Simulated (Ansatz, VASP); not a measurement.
## Ca2SiN2: VASP beside Ansatz

The input INCAR:

```
ALGO = Normal
EDIFF = 1E-7
EDIFFG = -0.04
ENCUT = 600
GGA = PE
GGA_COMPAT = F
IBRION = 2
ISIF = 3
ISMEAR = 0
ISPIN = 2
KPAR = 4
LASPH = T
LCHARG = F
LORBIT = 11
LREAL = F
LWAVE = F
MAGMOM = 0 0 0 0 0 0 1 1 1 1
NELM = 200
NELMIN = 4
NSW = 90
PREC = Accurate
SIGMA = 0.1
```

The input KPOINTS:

```
k-points
0
Gamma
  4 4 6
```

File POSCAR:

```
Ca2SiN2
1.0
    7.1178276600      0.0000000000      0.0000000000
    0.0000000000      7.1178276600      0.0000000000
    0.0000000000      0.0000000000      3.4941703200
Ca Si N
4 2 4
Direct
    0.6719936100      0.1719936100      0.5000000000
    0.3280063900      0.8280063900      0.5000000000
    0.1719936100      0.3280063900      0.5000000000
    0.8280063900      0.6719936100      0.5000000000
    0.0000000000      0.0000000000      0.0000000000
    0.5000000000      0.5000000000      0.0000000000
    0.1282306400      0.6282306400      0.0000000000
    0.8717693600      0.3717693600      0.0000000000
    0.6282306400      0.8717693600      0.0000000000
    0.3717693600      0.1282306400      0.0000000000
```

Input for Ansatz:

```yaml
crystal:
  lattice:
    - [7.11782766, 0.0, 0.0]
    - [0.0, 7.11782766, 0.0]
    - [0.0, 0.0, 3.49417032]
  atoms:
    - { symbol: Ca, position: [0.67199361, 0.17199361, 0.5] }
    - { symbol: Ca, position: [0.32800639, 0.82800639, 0.5] }
    - { symbol: Ca, position: [0.17199361, 0.32800639, 0.5] }
    - { symbol: Ca, position: [0.82800639, 0.67199361, 0.5] }
    - { symbol: Si, position: [0.0, 0.0, 0.0] }
    - { symbol: Si, position: [0.5, 0.5, 0.0] }
    - { symbol: "N", position: [0.12823064, 0.62823064, 0.0], spin: 1.0 }
    - { symbol: "N", position: [0.87176936, 0.37176936, 0.0], spin: 1.0 }
    - { symbol: "N", position: [0.62823064, 0.87176936, 0.0], spin: 1.0 }
    - { symbol: "N", position: [0.37176936, 0.12823064, 0.0], spin: 1.0 }
basis:
  ecutwfc: 420
kpoints:
  mp_grid: { grid: [4, 4, 6] }
hamiltonian:
  xc: pbe
scf:
  occupations: { method: gaussian, width: 0.1 }
  lower_state_search: "off"
output:
  forces: true
  stress: true
  eigenvalues: true
  populations: true
magnetization:
  spin_polarized: true
relax:
  adjacent_minimum: "off"
  f_tol: 0.04
  max_steps: 70
  cell: { stress_tol: 0.4 }
```

Change from the starting cell: species swapped into the La2CdAu2 type (P4/mbm, No. 127).

Alike in both runs: task relaxation of cell and atoms; functional PBE; k mesh 4 × 4 × 6; occupations gaussian, width 0.1 eV; collinear spin.

|  | VASP | Ansatz |
| --- | --- | --- |
| version | VASP 6.6.1 | Ansatz 0.2.0 |
| potentials or method | VASP PAW PBE potentials, release 64 (Ca_sv, Si, N), cutoff 600 eV | scalar-relativistic, plane waves, PAW |
| valence electrons in the cell | 68 | 68 |

VASP gave:

```
gap on the k mesh at the Fermi level, each at its own relaxed structure (eV) : none
net moment per atom (μB)                                                     : 0.00
relaxed volume (Å³/atom)                                                     : 13.41
relaxed cell length with the largest relative difference (Å)                 : 3.470
```

Q: Estimate Ansatz's values.

A: gap on the k mesh at the Fermi level, each at its own relaxed structure (eV): none; net moment per atom (μB): 0.00; relaxed volume (Å³/atom): 13.39; relaxed cell length with the largest relative difference (Å): 3.465.

A gap of «none» marks a metal or a gap that the smearing closes. Ansatz's warnings: seeded moment not kept.

Noted on VASP's run: the volume moved by over 15 % at a fixed basis, so the end points are rough.
